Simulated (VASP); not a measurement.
# LiF (P4_3) in VASP: single point with PBE

Aim: the single point of LiF with PBE.

Everything below comes from runs of VASP 6.6.1. Logs are shortened: lines on timing, memory, paths and dates and some standing lists are left out, and cuts for length are marked.

### 1 The cell of the first run

Symmetry: P4_3, No. 78, tetragonal system. The conventional cell has a = 5.262 Å, b = 5.262 Å, c = 2.569 Å, α = 90.00°, β = 90.00°, γ = 90.00°. Li (site symmetry 1) has 3 F at 1.81 Å and 2 Li at 1.81 Å within 2.4 Å. F (site symmetry 1) has 3 Li at 1.81 Å and 2 F at 1.82 Å within 2.4 Å.

### 2 Single point, PBE

The input, INCAR:

```
SYSTEM = LiF
PREC = Accurate
ENCUT = 520
EDIFF = 1E-6
ISMEAR = 0
SIGMA = 0.1
LREAL = .FALSE.
LASPH = .TRUE.
NELM = 60
ALGO = Normal
ISIF = 2
LWAVE = .FALSE.
LCHARG = .FALSE.
GGA = PE
NBANDS = 30
```

The input, KPOINTS:

```
Automatic mesh
0
G
  4 4 6
  0 0 0
```

The input, POSCAR:

```
LiF
1.0
    5.2619233100      0.0000000000      0.0000000000
    0.0000000000      5.2619233100      0.0000000000
    0.0000000000      0.0000000000      2.5686382700
Li F
4 4
Direct
    0.6685928000      0.6529926100      0.6710527500
    0.3314072000      0.3470073900      0.1710527500
    0.3470073900      0.6685928000      0.4210527500
    0.6529926100      0.3314072000      0.9210527500
    0.8890363700      0.5504482200      0.1704406200
    0.1109636300      0.4495517800      0.6704406200
    0.4495517800      0.8890363700      0.9204406200
    0.5504482200      0.1109636300      0.4204406200
```

Potentials or basis: VASP PAW PBE potentials, release 64 (Li_sv, F).

On the command line:

```
cat potpaw_PBE.64/Li_sv/POTCAR potpaw_PBE.64/F/POTCAR > POTCAR
mpirun -np 1 vasp_std > vasp.out
```

OUTCAR:

```text
SYSTEM = LiF
   PREC = Accurate
   ENCUT = 520
   EDIFF = 1E-6
   ISMEAR = 0
   LREAL = .FALSE.
   LASPH = .TRUE.
   NELM = 60
   ISIF = 2
   GGA = PE

 ion  position               nearest neighbor table
   1  0.669  0.653  0.671-   7 1.81   5 1.81   3 1.81   4 1.81   5 1.81   4 2.57   3 2.57
   2  0.331  0.347  0.171-   8 1.81   6 1.81   3 1.81   4 1.81   6 1.81   3 2.57   4 2.57
   3  0.347  0.669  0.421-   6 1.81   7 1.81   1 1.81   2 1.81   7 1.81   1 2.57   2 2.57
   4  0.653  0.331  0.921-   5 1.81   8 1.81   1 1.81   2 1.81   8 1.81   2 2.57   1 2.57
   5  0.889  0.550  0.170-   4 1.81   1 1.81   1 1.81   6 1.82   6 1.82
   6  0.111  0.450  0.670-   3 1.81   2 1.81   2 1.81   5 1.82   5 1.82
   7  0.450  0.889  0.920-   1 1.81   3 1.81   3 1.81   8 1.82   8 1.82
   8  0.550  0.111  0.420-   2 1.81   4 1.81   4 1.81   7 1.82   7 1.82

  LATTYP: Found a simple tetragonal cell.
 ALAT       =     5.2619233100
 C/A-ratio  =     0.4881557785

  Lattice vectors:

 A1 = (   5.2619233100,   0.0000000000,   0.0000000000)
 A2 = (   0.0000000000,   5.2619233100,   0.0000000000)
 A3 = (   0.0000000000,   0.0000000000,   2.5686382700)

Analysis of symmetry for initial positions (statically):
=====================================================================
 Subroutine PRICEL returns:
 Original cell was already a primitive cell.

 Routine SETGRP: Setting up the symmetry group for a
 simple tetragonal supercell.

 Subroutine GETGRP returns: Found  4 space group operations
 (whereof  1 operations were pure point group operations)
 out of a pool of 16 trial point group operations.

The static configuration has the point symmetry C_1 .
 The point group associated with its full space group is C_1 .

Analysis of symmetry for dynamics (positions and initial velocities):
=====================================================================
 Subroutine PRICEL returns:
 Original cell was already a primitive cell.

 Routine SETGRP: Setting up the symmetry group for a
 simple tetragonal supercell.

 Subroutine GETGRP returns: Found  4 space group operations
 (whereof  1 operations were pure point group operations)
 out of a pool of 16 trial point group operations.

The dynamic configuration has the point symmetry C_1 .
 The point group associated with its full space group is C_1 .

 Subroutine INISYM returns: Found  4 space group operations
 (whereof  1 operations are pure point group operations),
 and found     1 'primitive' translations

----------------------------------------------------------------------------------------

                                     Primitive cell

  volume of cell :      71.1200

  direct lattice vectors                    reciprocal lattice vectors
     5.261923310  0.000000000  0.000000000     0.190044579  0.000000000  0.000000000
     0.000000000  5.261923310  0.000000000     0.000000000  0.190044579  0.000000000
     0.000000000  0.000000000  2.568638270     0.000000000  0.000000000  0.389311337

  length of vectors
     5.261923310  5.261923310  2.568638270     0.190044579  0.190044579  0.389311337

  position of ions in fractional coordinates (direct lattice)
     0.668592800  0.652992610  0.671052750
     0.331407200  0.347007390  0.171052750
     0.347007390  0.668592800  0.421052750
     0.652992610  0.331407200  0.921052750
     0.889036370  0.550448220  0.170440620
     0.110963630  0.449551780  0.670440620
     0.449551780  0.889036370  0.920440620
     0.550448220  0.110963630  0.420440620

  ion indices of the primitive-cell ions
   primitive index   ion index
                 1           1
                 2           2
                 3           3
                 4           4
                 5           5
                 6           6
                 7           7
                 8           8

----------------------------------------------------------------------------------------

 KPOINTS: Automatic mesh

Automatic generation of k-mesh.
 Grid dimensions read from file:
 generate k-points for:    4    4    6

 Generating k-lattice:

  Cartesian coordinates                     Fractional coordinates (reciprocal lattice)
     0.047511145  0.000000000  0.000000000     0.250000000  0.000000000  0.000000000
     0.000000000  0.047511145  0.000000000     0.000000000  0.250000000  0.000000000
     0.000000000  0.000000000  0.064885223     0.000000000  0.000000000  0.166666667

  Length of vectors
     0.047511145  0.047511145  0.064885223

  Shift w.r.t. Gamma in fractional coordinates (k-lattice)
     0.000000000  0.000000000  0.000000000

 Subroutine IBZKPT returns following result:
 ===========================================

 Found     24 irreducible k-points:

 Following reciprocal coordinates:
            Coordinates               Weight
  0.000000  0.000000  0.000000      1.000000
  0.250000  0.000000  0.000000      4.000000
  0.500000  0.000000  0.000000      2.000000
  0.250000  0.250000  0.000000      4.000000
  0.500000  0.250000  0.000000      4.000000
  0.500000  0.500000  0.000000      1.000000
[... 16 lines left out ...]
  0.500000  0.250000  0.500000      4.000000
  0.500000  0.500000  0.500000      1.000000
   k-points           NKPTS =     24   k-points in BZ     NKDIM =     24   number of bands    NBANDS=     30
   number of dos      NEDOS =    301   number of ions     NIONS =      8
   total plane-waves  NPLWV =  32000
   dimension x,y,z NGX =    40 NGY =   40 NGZ =   20
   dimension x,y,z NGXF=    80 NGYF=   80 NGZF=   40
   ions per type =               4   4
   NGX,Y,Z   is equivalent  to a cutoff of  12.64, 12.64, 12.94 a.u.
   NGXF,Y,Z  is equivalent  to a cutoff of  25.28, 25.28, 25.89 a.u.
 SYSTEM =  LiF
   PREC   = accura    normal or accurate (medium, high low for compatibility)
   ISTART =      0    job   : 0-new  1-cont  2-samecut
   ICHARG =      2    charge: 1-file 2-atom 10-const
   ISPIN  =      1    spin polarized calculation?
   LNONCOLLINEAR =      F non collinear calculations
   LSORBIT =      F    spin-orbit coupling
   LASPH  =      T    aspherical Exc in radial PAW
   ENCUT  =  520.0 eV  38.22 Ry    6.18 a.u.   9.78  9.78  4.78*2*pi/ulx,y,z
   NELM   =     60;   NELMIN=  2; NELMDL= -5     # of ELM steps
   EDIFF  = 0.1E-05   stopping-criterion for ELM
   LREAL  =      F    real-space projection
   EDIFFG = 0.1E-04   stopping-criterion for IOM
   NSW    =      0    number of steps for IOM
   IBRION =     -1    ionic relax: 0-MD 1-quasi-New 2-CG
   NFREE  =      0    steps in history (QN), initial steepest desc. (CG)
   ISIF   =      2    stress and relaxation
   ISYM   =      2    0-nonsym 1-usesym 2-fastsym
   POTIM  = 0.5000    time-step for ionic-motion
   TEBEG  =    0.0;   TEEND  =   0.0 temperature during run
   PSTRESS=    0.0 pullay stress
   NELECT =      40.0000    total number of electrons
   NUPDOWN=      -1.0000    fix difference up-down
   EMIN   =  10.00;   EMAX   =-10.00  energy-range for DOS
   EFERMI =   0.00;   METHOD = LEGACY
   ISMEAR =     0;   SIGMA  =   0.10  broadening in eV -4-tet -1-fermi 0-gaus
   EFERMI_NEDOS =   21; number of points for ismear=-14 and -15
   IALGO  =     38    algorithm
   IMIX   =      4    mixing-type and parameters
     AMIX     =   0.40;   BMIX     =  1.00
     AMIX_MAG =   1.60;   BMIX_MAG =  1.00
  volume/ion in A,a.u.               =       8.89        59.99
  Fermi-wavevector in a.u.,A,eV,Ry     =   1.351339  2.553660 24.845815  1.826116
  Thomas-Fermi vector in A             =   2.478769
   LORBIT       =      0    0 simple, 1 ext, 2 COOP (PROOUT), +10 PAW based schemes
   GGA     = PE    functional components
   LHFCALC =     F    Hartree Fock is set to
   AEXX    =    0.0000 exact exchange contribution
   IVDW    =     0    specifies the selected vdW correction
   LEPSILON=     F    determine dielectric tensor
   LRPA    =     F    only Hartree local field effects (RPA)
 non-spin polarized calculation
 Gauss-broadening in eV      SIGMA  =   0.10
  energy-cutoff  :      520.00
  volume of cell :       71.12
 maximum number of plane-waves:      1938
 NGX is ok and might be reduce to    40
   NGX = 19   NGY = 19   NGZ =  9

 number of electron      39.9999999 magnetization

 Free energy of the ion-electron system (eV)
  ---------------------------------------------------
  ext. energy  EPLUGINS =         0.00000000
  ---------------------------------------------------
  free energy    TOTEN  =       -24.07662730 eV

  energy without entropy =      -24.07662730  energy(sigma->0) =      -24.07662730

 E-fermi :   1.5539     XC(G=0):  -9.1145

 val. band max:        1.0177969642   @ k =   0.0000   0.0000   0.3333
 cond. band min:       2.6529654392   @ k =   0.0000   0.0000   0.0000
 fundamental gap:      1.6351684750
 Fermi energy:         1.5538752968

 k-point     1 :       0.0000    0.0000    0.0000
  band No.  band energies     occupation
      1     -44.2891      2.00000
      2     -43.8783      2.00000
      3     -43.8783      2.00000
      4     -43.5159      2.00000
      5     -22.3156      2.00000
      6     -22.2983      2.00000
[... 22 lines left out ...]
     29      16.1812      0.00000
     30      16.7494      0.00000

 k-point     2 :       0.2500    0.0000    0.0000
  band No.  band energies     occupation
      1     -44.2883      2.00000
      2     -43.8793      2.00000
      3     -43.8781      2.00000
      4     -43.5163      2.00000
      5     -22.3131      2.00000
      6     -22.3008      2.00000
[... 22 lines left out ...]
     29      16.4598      0.00000
     30      17.0441      0.00000

 k-point     3 :       0.5000    0.0000    0.0000
  band No.  band energies     occupation
      1     -44.2875      2.00000
      2     -43.8802      2.00000
      3     -43.8779      2.00000
      4     -43.5165      2.00000
      5     -22.3067      2.00000
      6     -22.3066      2.00000
[... 682 lines left out ...]
     29      15.8034      0.00000
     30      15.8034      0.00000

 k-point    24 :       0.5000    0.5000    0.5000
  band No.  band energies     occupation
      1     -44.0738      2.00000
      2     -44.0738      2.00000
      3     -43.6063      2.00000
      4     -43.6063      2.00000
      5     -20.5583      2.00000
      6     -20.5583      2.00000
[... 22 lines left out ...]
     29      15.8626      0.00000
     30      15.8685      0.00000

------------------------ aborting loop because EDIFF is reached ----------------------------------------

  FORCE on cell =-STRESS in cart. coord.  units (eV):
  Direction    XX          YY          ZZ          XY          YZ          ZX
  --------------------------------------------------------------------------------------
  -------------------------------------------------------------------------------------
  Total       14.7514429     14.7514429     29.9306776      0.0000018     -0.0000000      0.0000000
  in kB      332.3174193    332.3174193    674.2720437      0.0000414     -0.0000000      0.0000000
  external PRESSURE =     446.3022941 kB  Pullay stress =       0.0000000 kB

 VOLUME and BASIS-vectors are now :
 -----------------------------------------------------------------------------
  energy-cutoff  :      520.00
  volume of cell :       71.12
      direct lattice vectors                 reciprocal lattice vectors
     5.261923310  0.000000000  0.000000000     0.190044579  0.000000000  0.000000000
     0.000000000  5.261923310  0.000000000     0.000000000  0.190044579  0.000000000
     0.000000000  0.000000000  2.568638270     0.000000000  0.000000000  0.389311337

 POSITION                                       TOTAL-FORCE (eV/Angst)
 -----------------------------------------------------------------------------------
      3.51808      3.43600      1.72369         3.068822      3.047520     -0.052822
      1.74384      1.82593      0.43937        -3.068822     -3.047520     -0.052822
      1.82593      3.51808      1.08153        -3.047520      3.068822     -0.052822
      3.43600      1.74384      2.36585         3.047520     -3.068822     -0.052822
      4.67804      2.89642      0.43780        -9.844611      3.203156      0.052822
      0.58388      2.36551      1.72212         9.844611     -3.203156      0.052822
      2.36551      4.67804      2.36428        -3.203156     -9.844611      0.052822
      2.89642      0.58388      1.07996         3.203156      9.844611      0.052822
 -----------------------------------------------------------------------------------
    total drift:                               -0.000001      0.000001      0.002183

  FREE ENERGIE OF THE ION-ELECTRON SYSTEM (eV)
  ---------------------------------------------------
  free  energy   TOTEN  =       -24.0766272960 eV

  energy  without entropy=      -24.0766272960  energy(sigma->0) =      -24.07662730
```

Run time: 44 s. Hardware: 1 thread of Intel Xeon Platinum 8488C (Sapphire Rapids), shared host; peak memory 0.18 GiB.

Results:

```
Free energy            : -24.0766 eV
Largest force          : 10.353 eV/Å
Band gap on the k mesh : 1.64 eV, indirect (least direct gap 1.78 eV)
```

Forces on the atoms (eV/Å):
```
Li   3.069  3.048 -0.053
Li  -3.069 -3.048 -0.053
Li  -3.048  3.069 -0.053
Li   3.048 -3.069 -0.053
F   -9.845  3.203  0.053
F    9.845 -3.203  0.053
F   -3.203 -9.845  0.053
F    3.203  9.845  0.053
```

Caveat: the cutoff is under 1.25 times the usual one of these potentials, so pressure, stress and relaxed cells hold a basis-set (Pulay) error; forces of over 1 eV/Å act on the atoms, so gaps and moduli don't describe the material at rest. As with any semilocal functional, this PBE gap is likely too small.
